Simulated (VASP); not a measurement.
A run of VASP 6.6.1 is set up as follows.

File INCAR:

```
SYSTEM = Ca
ALGO     = Normal         ! electronic algorithm
EDIFF    = 1E-6           ! SCF threshold, eV
ENCUT    = 500            ! plane-wave cutoff, eV
GGA      = PS             ! functional
GGA_COMPAT= .False.      
ISIF     = 2              ! what is computed and relaxed
ISMEAR   = -1             ! smearing method
LASPH    = .True.         ! aspherical terms in the spheres
LCHARG   = .False.        ! write CHGCAR
LREAL    = .False.        ! projectors in reciprocal space
LWAVE    = .False.        ! write WAVECAR
NBANDS   = 11             ! bands
NELM     = 120            ! most SCF steps
PREC     = Accurate       ! precision mode
SIGMA    = 0.1            ! smearing width, eV
```

Contents of KPOINTS:

```
k-points
0
Gamma
  10 10 10
  0 0 0
```

Contents of POSCAR:

```
Ca
1.0
    3.6020258750      0.0000000000      0.0000000000
    0.0000000000      3.6020258750      0.0000000000
    0.0000000000      0.0000000000      3.6020258750
Ca
1
Direct
    0.0000000000      0.0000000000      0.0000000000
```

Potentials or basis: VASP PAW PBE potentials, release 64 (Ca_sv).

Run with:

```console
$ cat potpaw_PBE.64/Ca_sv/POTCAR > POTCAR
$ mpirun -np 1 vasp_std > vasp.out
```

Q: Estimate the pressure.

A: -1.1 GPa.

Q: Predict the band gap on the k mesh.

A: Zero (bands 5 and 6 overlap by 1.24 eV).

Caveat: the PAW data sets were made with another functional, which shifts forces and pressure a little.
